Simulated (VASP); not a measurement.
GaAs:

```
Ga As
1.0
     3.60640    0.00000    0.00000
    -1.80320    3.12324    0.00000
     0.00000    0.00000    3.57319
Ga As
1 1
Direct
  0.33333 0.66667 0.50000
  0.00000 0.00000 0.00000
```

- Program: VASP 6.6.1
- Task: relaxation of cell and atoms
- Functional: LDA
- Potentials or basis: VASP PAW LDA potentials, release 64 (Ga_d, As)
- Cutoff: 600 eV
- k mesh: 9 × 9 × 8
- Occupations: fermi-dirac, width 0.05 eV
- Spin: no spin polarisation

At the start: pressure -5.3 GPa; volume 20.12 Å³/atom.

**Question.** How do energy, volume and symmetry change on relaxing?

**Answer.** Over 12 steps the energy falls by 45.7 meV/atom and the volume is 18.86 Å³/atom (-6.3 %); space group P-6m2 (No. 187, to 0.05 Å).

Step by step:
```csv
step,energy change (eV),largest force (eV/Å),pressure (GPa),volume (Å³)
1,0.0000,0.0000,-5.31,40.25
2,-0.0675,0.0000,1.78,36.48
3,-0.0696,0.0000,0.52,36.98
4,-0.0696,0.0000,0.35,37.04
5,-0.0753,0.0000,0.28,37.17
6,-0.0908,0.0000,0.23,37.53
7,-0.0909,0.0000,0.26,37.65
8,-0.0911,0.0000,0.23,37.62
9,-0.0912,0.0000,0.22,37.57
10,-0.0912,0.0000,0.28,37.59
11,-0.0911,0.0000,-0.47,37.90
12,-0.0913,0.0000,0.01,37.72
```

Final structure:
```
CELL_PARAMETERS angstrom
3.63348 0.00000 0.00000
-1.81674 3.14669 0.00000
0.00000 0.00000 3.29881
ATOMIC_POSITIONS crystal
Ga 0.33333 0.66667 0.50000
As 0.00000 0.00000 0.00000
```
